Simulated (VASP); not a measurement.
# MgO (P6_3mc) in VASP: further runs

MgO is run at these levels: PBE, r2SCAN; tasks: single point.

Program: VASP 6.6.1. These are calculated values, not measurements. Logs are shortened: lines on timing, memory, paths and dates and some standing lists are left out, and cuts for length are marked.

### Step 1. The cell of the first run

Symmetry: P6_3mc, No. 186, hexagonal system. The conventional cell has a = 3.247 Å, b = 3.247 Å, c = 10.396 Å, α = 90.00°, β = 90.00°, γ = 120.00°. Mg (site symmetry 3m) has 4 O at 1.97 to 1.99 Å within 2.6 Å. Mg (site symmetry 3m) has 4 O at 1.97 to 1.98 Å within 2.6 Å. Within 2.6 Å of O (site symmetry 3m) lie 4 Mg at 1.98 to 1.99 Å. O (site symmetry 3m) has 4 Mg at 1.97 Å within 2.6 Å.

### Step 2. Single point, PBE

The input, INCAR:

```
  ALGO = Normal
  EDIFF = 1E-6
  ENCUT = 520
  GGA = PE
  ISIF = 2
  ISMEAR = 0
  LASPH = T
  LCHARG = T
  LELF = T
  LREAL = F
  LVHAR = T
  LWAVE = F
  NBANDS = 26
  NELM = 60
  PREC = Accurate
  SIGMA = 0.01
```

The input, KPOINTS:

```
k-points
0
Gamma
  12 12 4
```

The input, POSCAR:

```
MgO
1.0
    3.2466324030      0.0000000000      0.0000000000
   -1.6233162015      2.8116661377      0.0000000000
    0.0000000000      0.0000000000     10.3956307513
Mg O
4 4
Direct
    0.0000000000      0.0000000000     -0.0021419911
    0.3333333333      0.6666666667      0.2492181640
    0.0000000000      0.0000000000      0.4978580089
    0.6666666667      0.3333333333      0.7492181640
    0.0000000000      0.0000000000      0.1891471549
    0.3333333333      0.6666666667      0.4387766722
    0.0000000000      0.0000000000      0.6891471549
    0.6666666667      0.3333333333      0.9387766722
```

Potentials or basis: VASP PAW PBE potentials, release 64 (Mg, O).

The run is started by

```sh
> cat potpaw_PBE.64/Mg/POTCAR potpaw_PBE.64/O/POTCAR > POTCAR
> mpirun -np 1 vasp_std > vasp.out
```

OUTCAR:

```text
EDIFF = 1E-6
   ENCUT = 520
   GGA = PE
   ISIF = 2
   ISMEAR = 0
   LASPH = T
   LREAL = F
   NELM = 60
   PREC = Accurate

 ion  position               nearest neighbor table
   1  0.000  0.000  0.998-   8 1.97   8 1.97   8 1.97   5 1.99   4 3.19   4 3.19   4 3.19   2 3.22
                             2 3.22   2 3.22
   2  0.333  0.667  0.249-   6 1.97   5 1.98   5 1.98   5 1.98   3 3.19   3 3.19   3 3.19   1 3.22
                             1 3.22   1 3.22
   3  0.000  0.000  0.498-   6 1.97   6 1.97   6 1.97   7 1.99   2 3.19   2 3.19   2 3.19   4 3.22
                             4 3.22   4 3.22
   4  0.667  0.333  0.749-   8 1.97   7 1.98   7 1.98   7 1.98   1 3.19   1 3.19   1 3.19   3 3.22
                             3 3.22   3 3.22
   5  0.000  0.000  0.189-   2 1.98   2 1.98   2 1.98   1 1.99
   6  0.333  0.667  0.439-   2 1.97   3 1.97   3 1.97   3 1.97
   7  0.000  0.000  0.689-   4 1.98   4 1.98   4 1.98   3 1.99
   8  0.667  0.333  0.939-   4 1.97   1 1.97   1 1.97   1 1.97

  LATTYP: Found a hexagonal cell.
 ALAT       =     3.2466324030
 C/A-ratio  =     3.2019734485

  Lattice vectors:

 A1 = (   3.2466324030,   0.0000000000,   0.0000000000)
 A2 = (  -1.6233162015,   2.8116661377,   0.0000000000)
 A3 = (   0.0000000000,   0.0000000000,  10.3956307513)

Analysis of symmetry for initial positions (statically):
=====================================================================
 Subroutine PRICEL returns:
 Original cell was already a primitive cell.

 Routine SETGRP: Setting up the symmetry group for a
 hexagonal supercell.

 Subroutine GETGRP returns: Found 12 space group operations
 (whereof  6 operations were pure point group operations)
 out of a pool of 24 trial point group operations.

The static configuration has the point symmetry C_3v.
 The point group associated with its full space group is C_6v.

Analysis of symmetry for dynamics (positions and initial velocities):
=====================================================================
 Subroutine PRICEL returns:
 Original cell was already a primitive cell.

 Routine SETGRP: Setting up the symmetry group for a
 hexagonal supercell.

 Subroutine GETGRP returns: Found 12 space group operations
 (whereof  6 operations were pure point group operations)
 out of a pool of 24 trial point group operations.

The dynamic configuration has the point symmetry C_3v.
 The point group associated with its full space group is C_6v.

 Subroutine INISYM returns: Found 12 space group operations
 (whereof  6 operations are pure point group operations),
 and found     1 'primitive' translations

----------------------------------------------------------------------------------------

                                     Primitive cell

  volume of cell :      94.8960

  direct lattice vectors                    reciprocal lattice vectors
     3.246632403  0.000000000  0.000000000     0.308011464  0.177830502  0.000000000
    -1.623316202  2.811666138  0.000000000     0.000000000  0.355661003  0.000000000
     0.000000000  0.000000000 10.395630751     0.000000000  0.000000000  0.096194259

  length of vectors
     3.246632403  3.246632403 10.395630751     0.355661003  0.355661003  0.096194259

  position of ions in fractional coordinates (direct lattice)
     0.000000000  0.000000000  0.997858009
     0.333333333  0.666666667  0.249218164
     0.000000000  0.000000000  0.497858009
     0.666666667  0.333333333  0.749218164
     0.000000000  0.000000000  0.189147155
     0.333333333  0.666666667  0.438776672
     0.000000000  0.000000000  0.689147155
     0.666666667  0.333333333  0.938776672

  ion indices of the primitive-cell ions
   primitive index   ion index
                 1           1
                 2           2
                 3           3
                 4           4
                 5           5
                 6           6
                 7           7
                 8           8

----------------------------------------------------------------------------------------

 KPOINTS: k-points

Automatic generation of k-mesh.
 Grid dimensions read from file:
 generate k-points for:   12   12    4

 Generating k-lattice:

  Cartesian coordinates                     Fractional coordinates (reciprocal lattice)
     0.025667622  0.014819208  0.000000000     0.083333333  0.000000000  0.000000000
     0.000000000  0.029638417  0.000000000     0.000000000  0.083333333  0.000000000
     0.000000000  0.000000000  0.024048565     0.000000000  0.000000000  0.250000000

  Length of vectors
     0.029638417  0.029638417  0.024048565

  Shift w.r.t. Gamma in fractional coordinates (k-lattice)
     0.000000000  0.000000000  0.000000000

 Subroutine IBZKPT returns following result:
 ===========================================

 Found     57 irreducible k-points:

 Following reciprocal coordinates:
            Coordinates               Weight
  0.000000  0.000000  0.000000      1.000000
  0.083333  0.000000  0.000000      6.000000
  0.166667  0.000000  0.000000      6.000000
  0.250000  0.000000  0.000000      6.000000
  0.333333  0.000000  0.000000      6.000000
  0.416667  0.000000  0.000000      6.000000
[... 16 lines left out ...]
  0.250000  0.000000  0.250000     12.000000
  0.333333  0.000000  0.250000     12.000000
 [... further k-points ...]
   k-points           NKPTS =     57   k-points in BZ     NKDIM =     57   number of bands    NBANDS=     26
   number of dos      NEDOS =    301   number of ions     NIONS =      8
   total plane-waves  NPLWV =  46080
   dimension x,y,z NGX =    24 NGY =   24 NGZ =   80
   dimension x,y,z NGXF=    48 NGYF=   48 NGZF=  160
   ions per type =               4   4
   NGX,Y,Z   is equivalent  to a cutoff of  12.29, 12.29, 12.79 a.u.
   NGXF,Y,Z  is equivalent  to a cutoff of  24.58, 24.58, 25.59 a.u.
 SYSTEM =  unknown system
   PREC   = accura    normal or accurate (medium, high low for compatibility)
   ISTART =      0    job   : 0-new  1-cont  2-samecut
   ICHARG =      2    charge: 1-file 2-atom 10-const
   ISPIN  =      1    spin polarized calculation?
   LNONCOLLINEAR =      F non collinear calculations
   LSORBIT =      F    spin-orbit coupling
   LASPH  =      T    aspherical Exc in radial PAW
   ENCUT  =  520.0 eV  38.22 Ry    6.18 a.u.   6.04  6.04 19.33*2*pi/ulx,y,z
   NELM   =     60;   NELMIN=  2; NELMDL= -5     # of ELM steps
   EDIFF  = 0.1E-05   stopping-criterion for ELM
   LREAL  =      F    real-space projection
   EDIFFG = 0.1E-04   stopping-criterion for IOM
   NSW    =      0    number of steps for IOM
   IBRION =     -1    ionic relax: 0-MD 1-quasi-New 2-CG
   NFREE  =      0    steps in history (QN), initial steepest desc. (CG)
   ISIF   =      2    stress and relaxation
   ISYM   =      2    0-nonsym 1-usesym 2-fastsym
   POTIM  = 0.5000    time-step for ionic-motion
   TEBEG  =    0.0;   TEEND  =   0.0 temperature during run
   PSTRESS=    0.0 pullay stress
   NELECT =      32.0000    total number of electrons
   NUPDOWN=      -1.0000    fix difference up-down
   EMIN   =  10.00;   EMAX   =-10.00  energy-range for DOS
   EFERMI =   0.00;   METHOD = LEGACY
   ISMEAR =     0;   SIGMA  =   0.01  broadening in eV -4-tet -1-fermi 0-gaus
   EFERMI_NEDOS =   21; number of points for ismear=-14 and -15
   IALGO  =     38    algorithm
   IMIX   =      4    mixing-type and parameters
     AMIX     =   0.40;   BMIX     =  1.00
     AMIX_MAG =   1.60;   BMIX_MAG =  1.00
  volume/ion in A,a.u.               =      11.86        80.05
  Fermi-wavevector in a.u.,A,eV,Ry     =   1.139486  2.153316 17.666184  1.298428
  Thomas-Fermi vector in A             =   2.276189
   LORBIT       =      0    0 simple, 1 ext, 2 COOP (PROOUT), +10 PAW based schemes
   GGA     = PE    functional components
   LHFCALC =     F    Hartree Fock is set to
   AEXX    =    0.0000 exact exchange contribution
   IVDW    =     0    specifies the selected vdW correction
   LEPSILON=     F    determine dielectric tensor
   LRPA    =     F    only Hartree local field effects (RPA)
 non-spin polarized calculation
 Gauss-broadening in eV      SIGMA  =   0.01
  energy-cutoff  :      520.00
  volume of cell :       94.90
 maximum number of plane-waves:      2592
   NGX = 13   NGY = 13   NGZ = 39

 number of electron      32.0000020 magnetization

 Free energy of the ion-electron system (eV)
  ---------------------------------------------------
  ext. energy  EPLUGINS =         0.00000000
  ---------------------------------------------------
  free energy    TOTEN  =       -46.88921095 eV

  energy without entropy =      -46.88921095  energy(sigma->0) =      -46.88921095

 E-fermi :   0.9244     XC(G=0):  -9.7237

 val. band max:        0.8800313420   @ k =   0.0000   0.0000   0.0000
 cond. band min:       4.4987856055   @ k =   0.0000   0.0000   0.0000
 fundamental gap:      3.6187542635
 Fermi energy:         0.9244153529

 k-point     1 :       0.0000    0.0000    0.0000
  band No.  band energies     occupation
      1     -15.1191      2.00000
      2     -14.7888      2.00000
      3     -14.7751      2.00000
      4     -14.4162      2.00000
      5      -2.2251      2.00000
      6      -1.0383      2.00000
[... 18 lines left out ...]
     25      15.3979      0.00000
     26      16.1649      0.00000

 k-point     2 :       0.0833    0.0000    0.0000
  band No.  band energies     occupation
      1     -15.0828      2.00000
      2     -14.7614      2.00000
      3     -14.7479      2.00000
      4     -14.4002      2.00000
      5      -2.1525      2.00000
      6      -1.0603      2.00000
[... 18 lines left out ...]
     25      15.5130      0.00000
     26      15.5614      0.00000

 k-point     3 :       0.1667    0.0000    0.0000
  band No.  band energies     occupation
      1     -14.9803      2.00000
      2     -14.6853      2.00000
      3     -14.6726      2.00000
      4     -14.3577      2.00000
      5      -1.9424      2.00000
      6      -1.1650      2.00000
[... 572 lines left out ...]
 k-point    23 :       0.2500    0.0000    0.2500
  band No.  band energies     occupation
      1     -14.8114      2.00000
      2     -14.6731      2.00000
      3     -14.4715      2.00000
      4     -14.3252      2.00000
      5      -1.6205      2.00000
      6      -1.4977      2.00000
[... 18 lines left out ...]
     25      14.3531      0.00000
     26      14.5500      0.00000

 k-point    24 :       0.3333    0.0000    0.2500
  band No.  band energies     occupation
      1     -14.6493      2.00000
      2     -14.5414      2.00000
      3     -14.3868      2.00000
      4     -14.2767      2.00000
      5      -1.7556      2.00000
      6      -1.6009      2.00000
[... 18 lines left out ...]
     25      14.0872      0.00000
     26      14.3956      0.00000

 [... further k-points ...]
[... 5 lines left out ...]
  --------------------------------------------------------------------------------------
  -------------------------------------------------------------------------------------
  Total        2.0792336      2.0792336      2.0580208      0.0000000      0.0000000     -0.0000000
  in kB       35.1047724     35.1047724     34.7466245      0.0000000      0.0000000     -0.0000000
  external PRESSURE =      34.9853897 kB  Pullay stress =       0.0000000 kB

 VOLUME and BASIS-vectors are now :
 -----------------------------------------------------------------------------
  energy-cutoff  :      520.00
  volume of cell :       94.90
      direct lattice vectors                 reciprocal lattice vectors
     3.246632403  0.000000000  0.000000000     0.308011464  0.177830502  0.000000000
    -1.623316202  2.811666138  0.000000000     0.000000000  0.355661003  0.000000000
     0.000000000  0.000000000 10.395630751     0.000000000  0.000000000  0.096194259

 POSITION                                       TOTAL-FORCE (eV/Angst)
 -----------------------------------------------------------------------------------
      0.00000      0.00000     10.37336         0.000000     -0.000000      0.001950
     -0.00000      1.87444      2.59078         0.000000     -0.000000     -0.010573
      0.00000      0.00000      5.17555         0.000000     -0.000000      0.001950
      1.62332      0.93722      7.78860        -0.000000     -0.000000     -0.010573
      0.00000      0.00000      1.96630        -0.000000     -0.000000     -0.000306
     -0.00000      1.87444      4.56136        -0.000000     -0.000000      0.008930
      0.00000      0.00000      7.16412         0.000000     -0.000000     -0.000306
      1.62332      0.93722      9.75918         0.000000      0.000000      0.008930
 -----------------------------------------------------------------------------------
    total drift:                                0.000000      0.000001      0.001083

  FREE ENERGIE OF THE ION-ELECTRON SYSTEM (eV)
  ---------------------------------------------------
  free  energy   TOTEN  =       -46.8892109459 eV

  energy  without entropy=      -46.8892109459  energy(sigma->0) =      -46.88921095
```

It took 2.4 min on 1 thread of AMD EPYC 7R43 (Zen 3), shared host; peak memory 0.23 GiB.

Results:

```
Free energy            : -46.8892 eV
Pressure               : 3.5 GPa
Largest force          : 0.011 eV/Å
Band gap on the k mesh : 3.62 eV, direct
```

Forces on the atoms (eV/Å):
```
Mg   0.000  0.000  0.002
Mg   0.000  0.000 -0.011
Mg   0.000  0.000  0.002
Mg   0.000  0.000 -0.011
O    0.000  0.000  0.000
O    0.000  0.000  0.009
O    0.000  0.000  0.000
O    0.000  0.000  0.009
```

Levels at points of the mesh, in eV from the valence-band top:
```tsv
k point	band 14	band 15	band 16	band 17	band 18	band 19
(0.00, 0.00, 0.00)	-0.12	-0.12	0.00	3.62	5.96	6.07
(0.50, 0.00, 0.00)	-0.57	-0.31	-0.28	6.76	7.10	8.37
(0.00, 0.00, 0.50)	-0.15	-0.15	-0.15	4.45	4.45	7.59
(0.50, 0.00, 0.50)	-0.56	-0.38	-0.38	7.01	7.01	8.28
```

A k mesh can miss the band edges. As with any semilocal functional, this PBE gap is likely too small.

(Part 1 of 2 ends here.)
